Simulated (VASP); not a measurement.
Runs of VASP 6.6.1 on ZnO. The structure is that of space group Fm-3m (No. 225), or close to it. The cells are those of the table. 

```tsv
cell	gap on the mesh (eV)	pressure (GPa)
a = 3.069, b = 3.149 Å, angles 59.1, 58.3, 59.1°, 2 atoms	(a)	-13.9
a = 3.068, b = 3.022 Å, angles 60.5, 61.0, 60.5°, 2 atoms	0.65	-13.9
a = 3.068, b = 3.080 Å, angles 59.9, 59.8, 59.9°, 2 atoms	(b)	-13.9
a = 3.068, b = 3.091 Å, angles 59.8, 59.5, 59.8°, 2 atoms	0.67	-13.9
a = 3.068, b = 3.103 Å, angles 59.6, 59.3, 59.6°, 2 atoms	0.66	-13.9
```

Alike in all rows: task single point; level LDA; potentials or basis VASP PAW LDA potentials, release 64 (Zn, O); no spin polarisation; k mesh 12 × 12 × 12; cutoff (eV) 520; smearing gaussian 0.05 eV.

Q: Fill in the values left out.

A: (a) 0.62; (b) 0.68.

A k mesh can miss the band edges.
